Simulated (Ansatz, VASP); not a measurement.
# FeBr in VASP and in Ansatz

INCAR

```
  PREC = Accurate
  ENCUT = 520
  EDIFF = 1E-6
  ISMEAR = 0
  SIGMA = 0.1
  LREAL = F
  LASPH = T
  NELM = 150
  ALGO = Normal
  ISIF = 2
  LWAVE = F
  LCHARG = F
  ISPIN = 2
  MAGMOM = 4 4 0 0
  LORBIT = 11
  LMAXMIX = 4
  GGA = PE
  NBANDS = 27
```

The input KPOINTS:

```
regular mesh
0
Gamma
  6 6 4
```

Contents of POSCAR:

```
FeBr
1.0
    4.0061796913      0.0000000000      0.0000000000
   -2.0030898456      3.4694533848      0.0000000000
    0.0000000000      0.0000000000      6.4157586215
Fe Br
2 2
Direct
    0.3333333333      0.6666666667      0.0000000000
    0.6666666667      0.3333333333      0.5000000000
    0.3333333333      0.6666666667      0.3821000000
    0.6666666667      0.3333333333      0.8821000000
```

Input for Ansatz:

```yaml
crystal:
  lattice:
    - [4.0061796913, 0.0, 0.0]
    - [-2.0030898456, 3.4694533848, 0.0]
    - [0.0, 0.0, 6.4157586215]
  atoms:
    - { symbol: Fe, position: [0.3333333333, 0.6666666667, 0.0], spin: 4.0 }
    - { symbol: Fe, position: [0.6666666667, 0.3333333333, 0.5], spin: 4.0 }
    - { symbol: Br, position: [0.3333333333, 0.6666666667, 0.3821] }
    - { symbol: Br, position: [0.6666666667, 0.3333333333, 0.8821] }
basis:
  ecutwfc: 420
kpoints:
  mp_grid: { grid: [6, 6, 4] }
hamiltonian:
  xc: pbe
scf:
  occupations: { method: gaussian, width: 0.1 }
  lower_state_search: "off"
output:
  forces: true
  stress: true
  eigenvalues: true
  populations: true
magnetization:
  spin_polarized: true
```

Alike in both runs: task single point; functional PBE; k mesh 6 × 6 × 4; occupations gaussian, width 0.1 eV; collinear spin.

|  | VASP | Ansatz |
| --- | --- | --- |
| version | VASP 6.6.1 | Ansatz 0.2.0 |
| potentials or method | VASP PAW PBE potentials, release 64 (Fe, Br), cutoff 520 eV | scalar-relativistic, plane waves, PAW |
| valence electrons in the cell | 30 | 46 |

|  | VASP | Ansatz | Ansatz less VASP |
| --- | --- | --- | --- |
| gap on the k mesh at the Fermi level (eV) | none | none | - |
| pressure (GPa) | 2.7 | 2.6 | -0.15 |
| traceless stress, the component that is largest in VASP (GPa) | 0.13 | 0.15 | +0.015 |
| rms of the force components (eV/Å) | 0.028 | 0.027 | -0.0008 |
| net moment per atom (μB) | 1.50 | 1.50 | 0.000 |
| size of the moment on the site where the two differ most (μB) | 2.80 | 2.71 | -0.088 |

Site moments also hang on the region over which each program counts them. Atom by atom the forces differ by 0.001 eV/Å (rms over components). A gap of «none» marks a metal or a gap that the smearing closes. VASP's potentials hold 30 valence electrons a cell and Ansatz's 46, so a difference there can come from the potentials and not from the codes.
